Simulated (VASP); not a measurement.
# Si (Imma) in VASP: further runs

The runs below take Si through single point, with LDA.

Everything below comes from runs of VASP 6.6.1. Logs are shortened: lines on timing, memory, paths and dates and some standing lists are left out, and cuts for length are marked.

## (1) The cell of the first run

Symmetry: Imma, No. 74, orthorhombic system. Conventional cell: a = 4.743 Å, b = 4.980 Å, c = 2.659 Å, α = 90.00°, β = 90.00°, γ = 90.00°. Within 3.3 Å of Si (site symmetry mm2) lie 10 Si at 2.46 to 3.19 Å.

## (2) Single point, LDA (strain +0.0500 x Voigt [1, 0, 0, 0, 0, 0])

INCAR

```
  PREC = Accurate
  ENCUT = 520
  EDIFF = 1E-7
  ISMEAR = 0
  SIGMA = 0.15
  LREAL = F
  LASPH = T
  NELM = 80
  ALGO = Normal
  ISIF = 2
  LWAVE = F
  LCHARG = T
  GGA = CA
  LELF = T
  LVHAR = T
  NBANDS = 11
```

KPOINTS

```
regular mesh
0
Gamma
  20 20 20
```

POSCAR

```
Si
1.0
   -2.4899409197      2.3713723045      1.3292653899
    2.4899409197     -2.3713723045      1.3292653899
    2.4899409197      2.3713723045     -1.3292653899
Si
2
Direct
    0.2500000000      0.7500000000      0.5000000000
    0.5000000000      0.5000000000      0.0000000000
```

Potentials or basis: VASP PAW LDA potentials, release 64 (Si).

On the command line:

```bash
cat potpaw_LDA.64/Si/POTCAR > POTCAR
mpirun -np 1 vasp_std > vasp.out
```

OUTCAR:

```text
PREC = Accurate
   ENCUT = 520
   EDIFF = 1E-7
   ISMEAR = 0
   LREAL = F
   LASPH = T
   NELM = 80
   ISIF = 2
   GGA = CA

 ion  position               nearest neighbor table
   1  0.250  0.750  0.500-   2 2.46   2 2.46   2 2.58   2 2.58   2 3.10   2 3.10
   2  0.500  0.500  0.000-   1 2.46   1 2.46   1 2.58   1 2.58   1 3.10   1 3.10

  LATTYP: Found a body centered orthorhombic cell.
 ALAT       =     2.6585307798
 B/A-ratio  =     1.7839720514
 C/A-ratio  =     1.8731706540

  Lattice vectors:

 A1 = (  -2.4899409197,   2.3713723045,  -1.3292653899)
 A2 = (  -2.4899409197,  -2.3713723045,   1.3292653899)
 A3 = (   2.4899409197,   2.3713723045,   1.3292653899)

Analysis of symmetry for initial positions (statically):
=====================================================================
 Subroutine PRICEL returns:
 Original cell was already a primitive cell.

 Routine SETGRP: Setting up the symmetry group for a
 body centered orthorhombic supercell.

 Subroutine GETGRP returns: Found  8 space group operations
 (whereof  4 operations were pure point group operations)
 out of a pool of  8 trial point group operations.

The static configuration has the point symmetry C_2v.
 The point group associated with its full space group is D_2h.

Analysis of symmetry for dynamics (positions and initial velocities):
=====================================================================
 Subroutine PRICEL returns:
 Original cell was already a primitive cell.

 Routine SETGRP: Setting up the symmetry group for a
 body centered orthorhombic supercell.

 Subroutine GETGRP returns: Found  8 space group operations
 (whereof  4 operations were pure point group operations)
 out of a pool of  8 trial point group operations.

The dynamic configuration has the point symmetry C_2v.
 The point group associated with its full space group is D_2h.

 Subroutine INISYM returns: Found  8 space group operations
 (whereof  4 operations are pure point group operations),
 and found     1 'primitive' translations

----------------------------------------------------------------------------------------

                                     Primitive cell

  volume of cell :      31.3950

  direct lattice vectors                    reciprocal lattice vectors
    -2.489940920  2.371372304  1.329265390     0.000000000  0.210848376  0.376147610
     2.489940920 -2.371372304  1.329265390     0.200807977  0.000000000  0.376147610
     2.489940920  2.371372304 -1.329265390     0.200807977  0.210848376  0.000000000

  length of vectors
     3.686483266  3.686483266  3.686483266     0.431212317  0.426392857  0.291171567

  position of ions in fractional coordinates (direct lattice)
     0.250000000  0.750000000  0.500000000
     0.500000000  0.500000000  0.000000000

  ion indices of the primitive-cell ions
   primitive index   ion index
                 1           1
                 2           2

----------------------------------------------------------------------------------------

 KPOINTS: regular mesh

Automatic generation of k-mesh.
 Grid dimensions read from file:
 generate k-points for:   20   20   20

 Generating k-lattice:

  Cartesian coordinates                     Fractional coordinates (reciprocal lattice)
     0.000000000  0.010542419  0.018807381     0.050000000  0.000000000  0.000000000
     0.010040399  0.000000000  0.018807381     0.000000000  0.050000000  0.000000000
     0.010040399  0.010542419  0.000000000     0.000000000  0.000000000  0.050000000

  Length of vectors
     0.021560616  0.021319643  0.014558578

  Shift w.r.t. Gamma in fractional coordinates (k-lattice)
     0.000000000  0.000000000  0.000000000

 Subroutine IBZKPT returns following result:
 ===========================================

 Found   1166 irreducible k-points:

 Following reciprocal coordinates:
            Coordinates               Weight
  0.000000  0.000000  0.000000      1.000000
  0.050000 -0.000000  0.000000      4.000000
  0.100000  0.000000  0.000000      4.000000
  0.150000 -0.000000  0.000000      4.000000
  0.200000  0.000000  0.000000      4.000000
  0.250000  0.000000  0.000000      4.000000
[... 16 lines left out ...]
 -0.450000  0.050000 -0.000000      8.000000
 -0.400000  0.050000 -0.000000      8.000000
 [... further k-points ...]
   k-points           NKPTS =   1166   k-points in BZ     NKDIM =   1166   number of bands    NBANDS=     11
   number of dos      NEDOS =    301   number of ions     NIONS =      2
   total plane-waves  NPLWV =  21952
   dimension x,y,z NGX =    28 NGY =   28 NGZ =   28
   dimension x,y,z NGXF=    56 NGYF=   56 NGZF=   56
   ions per type =               2
   NGX,Y,Z   is equivalent  to a cutoff of  12.63, 12.63, 12.63 a.u.
   NGXF,Y,Z  is equivalent  to a cutoff of  25.25, 25.25, 25.25 a.u.
 SYSTEM =  unknown system
   PREC   = accura    normal or accurate (medium, high low for compatibility)
   ISTART =      0    job   : 0-new  1-cont  2-samecut
   ICHARG =      2    charge: 1-file 2-atom 10-const
   ISPIN  =      1    spin polarized calculation?
   LNONCOLLINEAR =      F non collinear calculations
   LSORBIT =      F    spin-orbit coupling
   LASPH  =      T    aspherical Exc in radial PAW
   ENCUT  =  520.0 eV  38.22 Ry    6.18 a.u.   6.85  6.85  6.85*2*pi/ulx,y,z
   NELM   =     80;   NELMIN=  2; NELMDL= -5     # of ELM steps
   EDIFF  = 0.1E-06   stopping-criterion for ELM
   LREAL  =      F    real-space projection
   EDIFFG = 0.1E-05   stopping-criterion for IOM
   NSW    =      0    number of steps for IOM
   IBRION =     -1    ionic relax: 0-MD 1-quasi-New 2-CG
   NFREE  =      0    steps in history (QN), initial steepest desc. (CG)
   ISIF   =      2    stress and relaxation
   ISYM   =      2    0-nonsym 1-usesym 2-fastsym
   POTIM  = 0.5000    time-step for ionic-motion
   TEBEG  =    0.0;   TEEND  =   0.0 temperature during run
   PSTRESS=    0.0 pullay stress
   NELECT =       8.0000    total number of electrons
   NUPDOWN=      -1.0000    fix difference up-down
   EMIN   =  10.00;   EMAX   =-10.00  energy-range for DOS
   EFERMI =   0.00;   METHOD = LEGACY
   ISMEAR =     0;   SIGMA  =   0.15  broadening in eV -4-tet -1-fermi 0-gaus
   EFERMI_NEDOS =   21; number of points for ismear=-14 and -15
   IALGO  =     38    algorithm
   IMIX   =      4    mixing-type and parameters
     AMIX     =   0.40;   BMIX     =  1.00
     AMIX_MAG =   1.60;   BMIX_MAG =  1.00
  volume/ion in A,a.u.               =      15.70       105.93
  Fermi-wavevector in a.u.,A,eV,Ry     =   1.037890  1.961328 14.656409  1.077216
  Thomas-Fermi vector in A             =   2.172349
   LORBIT       =      0    0 simple, 1 ext, 2 COOP (PROOUT), +10 PAW based schemes
   GGA     = CA    functional components
   LHFCALC =     F    Hartree Fock is set to
   AEXX    =    0.0000 exact exchange contribution
   IVDW    =     0    specifies the selected vdW correction
   LEPSILON=     F    determine dielectric tensor
   LRPA    =     F    only Hartree local field effects (RPA)
 non-spin polarized calculation
 Gauss-broadening in eV      SIGMA  =   0.15
  energy-cutoff  :      520.00
  volume of cell :       31.39
 maximum number of plane-waves:       866
   NGX = 13   NGY = 13   NGZ = 13

 number of electron       7.9999999 magnetization

 Free energy of the ion-electron system (eV)
  ---------------------------------------------------
  ext. energy  EPLUGINS =         0.00000000
  ---------------------------------------------------
  free energy    TOTEN  =       -11.45136563 eV

  energy without entropy =      -11.44254580  energy(sigma->0) =      -11.44695572

 E-fermi :   8.7183     XC(G=0): -10.8708

 val. band max:        8.7160006535   @ k =   0.3500   0.3500   0.0000
 cond. band min:       8.7200643014   @ k =   0.5000  -0.2500   0.1000
 fundamental gap:      0.0040636479
 Fermi energy:         8.7182898552

 k-point     1 :       0.0000    0.0000    0.0000
  band No.  band energies     occupation
      1      -4.7089      2.00000
      2       5.9383      2.00000
      3       6.4378      2.00000
      4       6.6527      2.00000
      5      10.4562      0.00000
      6      16.1669      0.00000
      7      16.2134      0.00000
      8      17.7299      0.00000
      9      18.1671      0.00000
     10      18.3401      0.00000
     11      19.5382      0.00000

 k-point     2 :       0.0500   -0.0000    0.0000
  band No.  band energies     occupation
      1      -4.6422      2.00000
      2       5.6004      2.00000
      3       6.6116      2.00000
      4       6.8911      2.00000
      5      10.6200      0.00000
      6      15.7919      0.00000
      7      16.2029      0.00000
      8      16.7022      0.00000
      9      17.9733      0.00000
     10      18.5564      0.00000
     11      19.8213      0.00000

 k-point     3 :       0.1000    0.0000    0.0000
  band No.  band energies     occupation
      1      -4.4421      2.00000
      2       5.2068      2.00000
      3       6.5162      2.00000
      4       7.6260      2.00000
      5      11.0806      0.00000
      6      14.7935      0.00000
      7      15.2975      0.00000
      8      16.1152      0.00000
      9      17.2435      0.00000
     10      18.1557      0.00000
     11      19.7246      0.00000

 k-point     4 :       0.1500   -0.0000    0.0000
  band No.  band energies     occupation
      1      -4.1092      2.00000
      2       4.9187      2.00000
      3       6.4214      2.00000
      4       8.4596      1.98526
      5      11.7689      0.00000
      6      13.5143      0.00000
      7      13.7185      0.00000
      8      15.7628      0.00000
      9      16.4209      0.00000
     10      17.6298      0.00000
     11      18.8076      0.00000
[... 239 lines left out ...]
 k-point    22 :       0.5000    0.0500    0.0000
  band No.  band energies     occupation
      1       0.8500      2.00000
      2       2.8846      2.00000
      3       5.5380      2.00000
      4       6.9571      2.00000
      5       7.6170      2.00000
      6      10.4045      0.00000
      7      13.1825      0.00000
      8      14.8900      0.00000
      9      17.4684      0.00000
     10      19.8685      0.00000
     11      20.4766      0.00000

 k-point    23 :      -0.4500    0.0500   -0.0000
  band No.  band energies     occupation
      1      -0.2338      2.00000
      2       4.0298      2.00000
      3       5.2901      2.00000
      4       6.8015      2.00000
      5       8.2094      2.00000
      6      11.0125      0.00000
      7      13.3207      0.00000
      8      14.6260      0.00000
      9      16.6684      0.00000
     10      19.0822      0.00000
     11      20.4844      0.00000

 k-point    24 :      -0.4000    0.0500   -0.0000
  band No.  band energies     occupation
      1      -1.2291      2.00000
      2       4.3472      2.00000
      3       6.0792      2.00000
      4       6.5799      2.00000
      5       9.0515      0.00168
      6      11.7996      0.00000
      7      13.5605      0.00000
      8      13.8529      0.00000
      9      16.3645      0.00000
     10      17.6328      0.00000
     11      19.7990      0.00000

 [... further k-points ...]
[... 5 lines left out ...]
  --------------------------------------------------------------------------------------
  -------------------------------------------------------------------------------------
  Total       -2.0388113     -0.3057425     -0.9646984      0.0000000      0.0000000      0.0000000
  in kB     -104.0464188    -15.6029205    -49.2313425      0.0000000      0.0000000      0.0000000
  external PRESSURE =     -56.2935606 kB  Pullay stress =       0.0000000 kB

 VOLUME and BASIS-vectors are now :
 -----------------------------------------------------------------------------
  energy-cutoff  :      520.00
  volume of cell :       31.39
      direct lattice vectors                 reciprocal lattice vectors
    -2.489940920  2.371372304  1.329265390     0.000000000  0.210848376  0.376147610
     2.489940920 -2.371372304  1.329265390     0.200807977  0.000000000  0.376147610
     2.489940920  2.371372304 -1.329265390     0.200807977  0.210848376  0.000000000

 POSITION                                       TOTAL-FORCE (eV/Angst)
 -----------------------------------------------------------------------------------
      2.48994     -0.00000      0.66463         0.000000      0.000000      0.131886
      0.00000      0.00000      1.32927        -0.000000     -0.000000     -0.131886
 -----------------------------------------------------------------------------------
    total drift:                                0.000000      0.000000      0.000000

  FREE ENERGIE OF THE ION-ELECTRON SYSTEM (eV)
  ---------------------------------------------------
  free  energy   TOTEN  =       -11.4513656273 eV

  energy  without entropy=      -11.4425458049  energy(sigma->0) =      -11.44695572
```

Wall time 2.4 min (1 thread of Intel Xeon 6975P-C (Granite Rapids), shared host); peak memory 0.39 GiB.

What came out:

| Quantity | Value |
| --- | --- |
| Free energy | -11.4514 eV |
| Pressure | -5.6 GPa |
| Largest force | 0.132 eV/Å |
| Band gap on the k mesh | zero (bands 4 and 5 overlap by 6.25 eV) |

Forces in eV/Å, atoms in the order of the input:
```
Si   0.000  0.000  0.132
Si   0.000  0.000 -0.132
```

Stress tensor (GPa, compression positive):
```
-10.40   0.00   0.00
  0.00  -1.56   0.00
  0.00   0.00  -4.92
```

Caveat: the cell differs from its parent crystal (strain +0.0500 x Voigt [1, 0, 0, 0, 0, 0]); the cell stands under tension.

## (3) Single point, LDA (strain +0.0750 x Voigt [1, 0, 0, 0, 0, 0])

INCAR

```
PREC = Accurate
ENCUT = 520
EDIFF = 1E-7
ISMEAR = 0
SIGMA = 0.15
LREAL = F
LASPH = T
NELM = 60
ALGO = Normal
ISIF = 2
LWAVE = F
LCHARG = F
NBANDS = 11
```

KPOINTS is that of step 2.

POSCAR

```
Si
1.0
   -2.5492252273      2.3713723045      1.3292653899
    2.5492252273     -2.3713723045      1.3292653899
    2.5492252273      2.3713723045     -1.3292653899
Si
2
Direct
    0.2500000000      0.7500000000      0.5000000000
    0.5000000000      0.5000000000      0.0000000000
```

Potentials or basis: VASP PAW LDA potentials, release 64 (Si).

On the command line:

```bash
cat potpaw_LDA.64/Si/POTCAR > POTCAR
mpirun -np 1 vasp_std > vasp.out
```

OUTCAR:

```text
PREC = Accurate
   ENCUT = 520
   EDIFF = 1E-7
   ISMEAR = 0
   LREAL = F
   LASPH = T
   NELM = 60
   ISIF = 2

 ion  position               nearest neighbor table
   1  0.250  0.750  0.500-   2 2.46   2 2.46   2 2.63   2 2.63   2 3.10   2 3.10
   2  0.500  0.500  0.000-   1 2.46   1 2.46   1 2.63   1 2.63   1 3.10   1 3.10

  LATTYP: Found a body centered orthorhombic cell.
 ALAT       =     2.6585307798
 B/A-ratio  =     1.7839720514
 C/A-ratio  =     1.9177699552

  Lattice vectors:

 A1 = (  -2.5492252273,   2.3713723045,  -1.3292653899)
 A2 = (  -2.5492252273,  -2.3713723045,   1.3292653899)
 A3 = (   2.5492252273,   2.3713723045,   1.3292653899)

Analysis of symmetry for initial positions (statically):
=====================================================================
 Subroutine PRICEL returns:
 Original cell was already a primitive cell.

 Routine SETGRP: Setting up the symmetry group for a
 body centered orthorhombic supercell.

 Subroutine GETGRP returns: Found  8 space group operations
 (whereof  4 operations were pure point group operations)
 out of a pool of  8 trial point group operations.

The static configuration has the point symmetry C_2v.
 The point group associated with its full space group is D_2h.

Analysis of symmetry for dynamics (positions and initial velocities):
=====================================================================
 Subroutine PRICEL returns:
 Original cell was already a primitive cell.

 Routine SETGRP: Setting up the symmetry group for a
 body centered orthorhombic supercell.

 Subroutine GETGRP returns: Found  8 space group operations
 (whereof  4 operations were pure point group operations)
 out of a pool of  8 trial point group operations.

The dynamic configuration has the point symmetry C_2v.
 The point group associated with its full space group is D_2h.

 Subroutine INISYM returns: Found  8 space group operations
 (whereof  4 operations are pure point group operations),
 and found     1 'primitive' translations
[... 116 lines left out ...]
  volume/ion in A,a.u.               =      16.07       108.45
  Fermi-wavevector in a.u.,A,eV,Ry     =   1.029781  1.946004 14.428288  1.060449
  Thomas-Fermi vector in A             =   2.163846
   LORBIT       =      0    0 simple, 1 ext, 2 COOP (PROOUT), +10 PAW based schemes
   GGA     = CA    functional components
   LHFCALC =     F    Hartree Fock is set to
   AEXX    =    0.0000 exact exchange contribution
   IVDW    =     0    specifies the selected vdW correction
   LEPSILON=     F    determine dielectric tensor
   LRPA    =     F    only Hartree local field effects (RPA)
 non-spin polarized calculation
 Gauss-broadening in eV      SIGMA  =   0.15
  energy-cutoff  :      520.00
  volume of cell :       32.14
 maximum number of plane-waves:       882
   NGX = 13   NGY = 13   NGZ = 13

 number of electron       8.0000000 magnetization

 Free energy of the ion-electron system (eV)
  ---------------------------------------------------
  ext. energy  EPLUGINS =         0.00000000
  ---------------------------------------------------
  free energy    TOTEN  =       -11.39500735 eV

  energy without entropy =      -11.38587748  energy(sigma->0) =      -11.39044241

 E-fermi :   8.4164     XC(G=0): -10.7762

 val. band max:        8.4105340480   @ k =   0.3500   0.5000   0.0000
 cond. band min:       8.4178310298   @ k =  -0.2500  -0.0500   0.0500
 fundamental gap:      0.0072969818
 Fermi energy:         8.4164220711

 k-point     1 :       0.0000    0.0000    0.0000
  band No.  band energies     occupation
      1      -4.8130      2.00000
      2       5.4838      2.00000
      3       5.9168      2.00000
      4       6.5322      2.00000
      5      10.2370      0.00000
      6      15.1881      0.00000
      7      15.7746      0.00000
      8      17.4080      0.00000
      9      17.7090      0.00000
     10      18.0493      0.00000
     11      19.3922      0.00000
[... 309 lines left out ...]
 k-point    24 :      -0.4000    0.0500    0.0000
  band No.  band energies     occupation
      1      -1.3341      2.00000
      2       3.9111      2.00000
      3       5.9612      2.00000
      4       6.3988      2.00000
      5       8.6090      0.06948
      6      11.5802      0.00000
      7      13.3508      0.00000
      8      13.4631      0.00000
      9      16.1719      0.00000
     10      17.4082      0.00000
     11      18.8216      0.00000

 [... further k-points ...]
[... 5 lines left out ...]
  --------------------------------------------------------------------------------------
  -------------------------------------------------------------------------------------
  Total       -2.7231498     -0.4227277     -1.2574897      0.0000000      0.0000000      0.0000000
  in kB     -135.7383201    -21.0713147    -62.6809248      0.0000000      0.0000000      0.0000000
  external PRESSURE =     -73.1635199 kB  Pullay stress =       0.0000000 kB

 VOLUME and BASIS-vectors are now :
 -----------------------------------------------------------------------------
  energy-cutoff  :      520.00
  volume of cell :       32.14
      direct lattice vectors                 reciprocal lattice vectors
    -2.549225227  2.371372304  1.329265390     0.000000000  0.210848376  0.376147610
     2.549225227 -2.371372304  1.329265390     0.196138024  0.000000000  0.376147610
     2.549225227  2.371372304 -1.329265390     0.196138024  0.210848376  0.000000000

 POSITION                                       TOTAL-FORCE (eV/Angst)
 -----------------------------------------------------------------------------------
      2.54923     -0.00000      0.66463        -0.000000     -0.000000      0.161453
      0.00000      0.00000      1.32927         0.000000      0.000000     -0.161453
 -----------------------------------------------------------------------------------
    total drift:                                0.000000      0.000000      0.000000

  FREE ENERGIE OF THE ION-ELECTRON SYSTEM (eV)
  ---------------------------------------------------
  free  energy   TOTEN  =       -11.3950073454 eV

  energy  without entropy=      -11.3858774798  energy(sigma->0) =      -11.39044241
```

Wall time 7.4 min (1 thread of Intel Xeon 8259CL, shared host); peak memory 0.4 GiB.

What came out:

- Free energy: -11.3950 eV
- Pressure: -7.3 GPa
- Largest force: 0.161 eV/Å
- Band gap on the k mesh: zero (bands 4 and 5 overlap by 6.29 eV)

Forces on the atoms (eV/Å):
```
Si   0.000  0.000  0.161
Si   0.000  0.000 -0.161
```

Caveat: the cell differs from its parent crystal (strain +0.0750 x Voigt [1, 0, 0, 0, 0, 0]); the cell stands under tension.

(Continued in part 2 of 2.)
